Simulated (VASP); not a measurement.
Wanted: the native input for a VASP 6.6.1 run.

- Task: single point
- Functional: PBE
- Potentials or basis: VASP PAW PBE potentials, release 64 (Sc_sv, Sn_d, Se)
- Cutoff: 520 eV
- k mesh: 8 × 8 × 8
- Occupations: gaussian, width 0.1 eV
- Spin: no spin polarisation
- Dipole correction: no
- k mesh for the DOS: 12 × 12 × 12
- Occupations for the DOS: tetrahedron
- Further INCAR settings: ALGO = Normal; EDIFF = 1e-07

ScSn3Se:

```xyz
5
Lattice="5.5634 0.0000 0.0000 0.0000 5.5634 0.0000 0.0000 0.0000 5.5634" Properties=species:S:1:pos:R:3 pbc="T T T"
Sc    2.7817    2.7817    2.7817
Sn    0.0000    2.7817    2.7817
Sn    2.7817    0.0000    2.7817
Sn    2.7817    2.7817    0.0000
Se    0.0000    0.0000    0.0000
```

One way to write it, as run:

POSCAR

```
ScSn3Se
1.0
    5.5633819764      0.0000000000      0.0000000000
    0.0000000000      5.5633819764      0.0000000000
    0.0000000000      0.0000000000      5.5633819764
Sc Sn Se
1 3 1
Direct
    0.5000000000      0.5000000000      0.5000000000
    0.0000000000      0.5000000000      0.5000000000
    0.5000000000      0.0000000000      0.5000000000
    0.5000000000      0.5000000000      0.0000000000
    0.0000000000      0.0000000000      0.0000000000
```

INCAR.step1

```
PREC = Accurate
ENCUT = 520
EDIFF = 1E-7
ISMEAR = 0
SIGMA = 0.1
LREAL = False
LASPH = True
NELM = 100
ALGO = Normal
ISIF = 2
LWAVE = False
LCHARG = True
LMAXMIX = 4
GGA = PE
NBANDS = 38
```

KPOINTS.step1

```
regular mesh
0
Gamma
  8 8 8
```

INCAR.step2

```
PREC = Accurate
ENCUT = 520
EDIFF = 1E-7
ISMEAR = -5
SIGMA = 0.1
LREAL = False
LASPH = True
NELM = 100
ALGO = Normal
ISIF = 2
LWAVE = False
LCHARG = False
LMAXMIX = 4
GGA = PE
LORBIT = 10
NEDOS = 2001
ICHARG = 11
```

KPOINTS.step2

```
regular mesh
0
Gamma
  12 12 12
```

Potentials or basis: VASP PAW PBE potentials, release 64 (Sc_sv, Sn_d, Se).

Launch:

```console
$ cat potpaw_PBE.64/Sc_sv/POTCAR potpaw_PBE.64/Sn_d/POTCAR potpaw_PBE.64/Se/POTCAR > POTCAR
$ cp INCAR.step1 INCAR
$ cp KPOINTS.step1 KPOINTS
$ mpirun -np 1 vasp_std > vasp.out
$ cp INCAR.step2 INCAR
$ cp KPOINTS.step2 KPOINTS
$ mpirun -np 1 vasp_std > vasp.out
```

It gave:

```json
{"Valence electrons inside the program's atomic spheres": "Sc 9.66; Sn 12.15; Se 3.62"}
```

It took 5.7 min on 1 thread of Intel(R) Xeon(R) Platinum 8488C (Sapphire Rapids) (shared host), peak memory 0.59 GiB.
